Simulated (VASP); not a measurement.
A run of VASP 6.6.1:

File INCAR:

```
SYSTEM = PbS
PREC     = Accurate       ! precision mode
ENCUT    = 520            ! plane-wave cutoff, eV
EDIFF    = 1E-7           ! SCF threshold, eV
ISMEAR   = -1             ! smearing method
SIGMA    = 0.02           ! smearing width, eV
LREAL    = .False.        ! projectors in reciprocal space
LASPH    = .True.         ! aspherical terms in the spheres
NELM     = 80             ! most SCF steps
ALGO     = Normal         ! electronic algorithm
ISIF     = 2              ! what is computed and relaxed
LWAVE    = .False.        ! write WAVECAR
LCHARG   = .True.         ! write CHGCAR
GGA      = PE             ! functional
LELF     = .True.         ! ELF
LVHAR    = .True.       
NBANDS   = 28             ! bands
```

Contents of KPOINTS:

```
Automatic mesh
0
Gamma
  4 6 6
  0 0 0
```

Contents of POSCAR:

```
PbS
1.0
    5.9555920687      0.0000000000      0.0000000000
    0.0000000000      2.9685438504      2.9685438740
    0.0000000000     -2.9685438504      2.9685438740
Pb S
2 2
Direct
    0.7498944786      0.2605185040      0.7605185040
    0.2501055214      0.7605185040      0.2605185040
    0.7496621066      0.7604814960      0.2604814960
    0.2503378934      0.2604814960      0.7604814960
```

Potentials or basis: VASP PAW PBE potentials, release 64 (Pb_d, S).

Run with:

```sh
$ cat potpaw_PBE.64/Pb_d/POTCAR potpaw_PBE.64/S/POTCAR > POTCAR
$ mpirun -np 1 vasp_std > vasp.out
```

Hardware: 1 thread of Intel(R) Xeon(R) Platinum 8375C CPU @ 2.90GHz (Ice Lake) (shared host).

How long does it take, and how much memory?

Run time: 81 s on 1 thread of Intel(R) Xeon(R) Platinum 8375C CPU @ 2.90GHz (Ice Lake), with other jobs on the host, peak memory 0.26 GiB. Counts: scf iterations 14, k points 39.
